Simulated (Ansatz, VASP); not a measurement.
# PbS: VASP beside Ansatz

File INCAR:

```
PREC     = Accurate       # precision mode
ENCUT    = 520            # plane-wave cutoff, eV
EDIFF    = 1E-8           # SCF threshold, eV
ISMEAR   = -1             # smearing method
SIGMA    = 0.01           # smearing width, eV
LREAL    = False          # projectors in reciprocal space
LASPH    = True           # aspherical terms in the spheres
NELM     = 60             # most SCF steps
ALGO     = Normal         # electronic algorithm
ISIF     = 2              # what is computed and relaxed
LWAVE    = False          # write WAVECAR
LCHARG   = False          # write CHGCAR
GGA      = PE             # functional
LEFG     = True         
NBANDS   = 17             # bands
```

KPOINTS

```
regular mesh
0
Gamma
  8 8 8
```

The input POSCAR:

```
PbS
1.0
    0.0000000000      2.9650000000      3.0539500000
    2.9650000000      0.0000000000      3.0539500000
    2.9650000000      2.9650000000      0.0000000000
Pb S
1 1
Direct
    0.0000000000      0.0000000000      0.0000000000
    0.5000000000      0.5000000000      0.5000000000
```

Input for Ansatz:

```yaml
crystal:
  lattice:
    - [0.0, 2.965, 3.05395]
    - [2.965, 0.0, 3.05395]
    - [2.965, 2.965, 0.0]
  atoms:
    - { symbol: Pb, position: [0.0, 0.0, 0.0] }
    - { symbol: S, position: [0.5, 0.5, 0.5] }
kpoints:
  mp_grid: { grid: [8, 8, 8] }
scf:
  occupations: { method: fermi_dirac, width: 0.01 }
hamiltonian:
  xc: pbe
  pseudopotentials: { kind: all_electron, datasets: crystal }
output:
  forces: true
  stress: true
  eigenvalues: true
  efg: { contact_densities: true }
```

Change from the starting cell: zz strain of +3 %, crystal datasets.

Alike in both runs: task electric field gradients; functional PBE; k mesh 8 × 8 × 8; occupations fermi-dirac, width 0.01 eV; no spin polarisation.

|  | VASP | Ansatz |
| --- | --- | --- |
| version | VASP 6.6.1 | Ansatz 0.2.0 |
| potentials or method | VASP PAW PBE potentials, release 64 (Pb_d, S), cutoff 520 eV | all-electron PAW with datasets made for the crystal, scalar-relativistic |

```tsv
	VASP	Ansatz	Ansatz less VASP
gap on the k mesh at the Fermi level (eV)	0.44	0.44	-0.008
pressure (GPa)	0.6	0.7	+0.08
traceless stress, the component that is largest in VASP (GPa)	-2.12	-2.12	+0.003
size of Vzz on the site where it differs most (V/Å²)	82.9	91.6	+8.71
```

Ansatz ran all-electron here, and VASP with PAW potentials.

Spin-orbit coupling is off throughout.
